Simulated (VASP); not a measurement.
MnRu:

```xyz
2
Lattice="2.6252 0.0000 0.0000 -1.3126 2.2735 0.0000 0.0000 0.0000 4.0655" Properties=species:S:1:pos:R:3 pbc="T T T"
Mn    1.3126    0.7578    2.0328
Ru    0.0000    1.5157    0.0000
```

Program: VASP 6.6.1. Alike in all runs: task single point; level LDA; potentials or basis VASP PAW LDA potentials, release 64 (Mn_pv, Ru_pv); spin collinear, ferromagnetic start; cell as given; k mesh 13 × 13 × 8; cutoff (eV) 520; smearing fermi-dirac 0.1 eV.

Problem. Order these runs on this cell by their pressure, lowest first.
A. fixed moment (μB) 1.9
B. fixed moment (μB) 4.8
C. fixed moment (μB) 1.0
D. fixed moment (μB) 2.9
E. fixed moment (μB) 3.8

Solution. C (-7.7 GPa), A (-1.0 GPa), D (9.8 GPa), E (20.8 GPa), B (34.5 GPa).

Caveats: the total moment is fixed, so each spin has its own Fermi level; the cell stands under pressure (at least some runs); the cell stands under tension (at least some runs).
